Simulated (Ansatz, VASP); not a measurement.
## GaAs2 in VASP and in Ansatz

The input INCAR:

```
SYSTEM = GaAs2
PREC = Accurate
ENCUT = 600
EDIFF = 1E-6
ISMEAR = 0
SIGMA = 0.1
LREAL = .FALSE.
LASPH = .TRUE.
NELM = 100
ALGO = Normal
ISIF = 3
LWAVE = .FALSE.
LCHARG = .FALSE.
GGA = PE
IBRION = 2
NSW = 90
EDIFFG = -0.04
```

KPOINTS

```
Automatic mesh
0
G
  6 6 2
  0 0 0
```

POSCAR

```
GaAs2
1.0
    3.2076536878      0.0000000000      0.0000000000
   -1.6038268439      2.7779095802      0.0000000000
    0.0000000000      0.0000000000     12.4764574849
Ga As
2 4
Direct
    0.3333333333      0.6666666667      0.2500000000
    0.6666666667      0.3333333333      0.7500000000
    0.3333333333      0.6666666667      0.6275000000
    0.6666666667      0.3333333333      0.1275000000
    0.3333333333      0.6666666667      0.8725000000
    0.6666666667      0.3333333333      0.3725000000
```

Input for Ansatz:

```yaml
crystal:
  lattice:
    - [3.2076536878, 0.0, 0.0]
    - [-1.6038268439, 2.7779095802, 0.0]
    - [0.0, 0.0, 12.4764574849]
  atoms:
    - { symbol: Ga, position: [0.3333333333, 0.6666666667, 0.25] }
    - { symbol: Ga, position: [0.6666666667, 0.3333333333, 0.75] }
    - { symbol: As, position: [0.3333333333, 0.6666666667, 0.6275] }
    - { symbol: As, position: [0.6666666667, 0.3333333333, 0.1275] }
    - { symbol: As, position: [0.3333333333, 0.6666666667, 0.8725] }
    - { symbol: As, position: [0.6666666667, 0.3333333333, 0.3725] }
basis:
  ecutwfc: 420
kpoints:
  mp_grid: { grid: [6, 6, 2] }
hamiltonian:
  xc: pbe
scf:
  occupations: { method: gaussian, width: 0.1 }
  lower_state_search: "off"
output:
  forces: true
  stress: true
  eigenvalues: true
relax:
  adjacent_minimum: "off"
  f_tol: 0.04
  max_steps: 70
  cell: { stress_tol: 0.4 }
```

Alike in both runs: task relaxation of cell and atoms; functional PBE; k mesh 6 × 6 × 2; occupations gaussian, width 0.1 eV; no spin polarisation.

|  | VASP | Ansatz |
| --- | --- | --- |
| version | VASP 6.6.1 | Ansatz 0.2.0 |
| potentials or method | VASP PAW PBE potentials, release 64 (Ga_d, As), cutoff 600 eV | scalar-relativistic, plane waves, PAW |
| valence electrons in the cell | 46 | 86 |

Ansatz gave:

* gap on the k mesh at the Fermi level, each at its own relaxed structure (eV): none
* relaxed volume (Å³/atom): 21.39
* relaxed length of the cell vector where the two differ most in proportion (Å): 10.843

**Question.** Which values does VASP return?

**Answer.** gap on the k mesh at the Fermi level, each at its own relaxed structure (eV): none; relaxed volume (Å³/atom): 21.11; relaxed length of the cell vector where the two differ most in proportion (Å): 9.968.

A gap of «none» marks a metal or a gap that the smearing closes. One of these differences is far larger than is usual between the two programs; its cause wasn't traced. VASP's potentials hold 46 valence electrons a cell and Ansatz's 86, so a difference there can come from the potentials and not from the codes.

The k mesh is coarse, so the values compare programs but aren't converged.
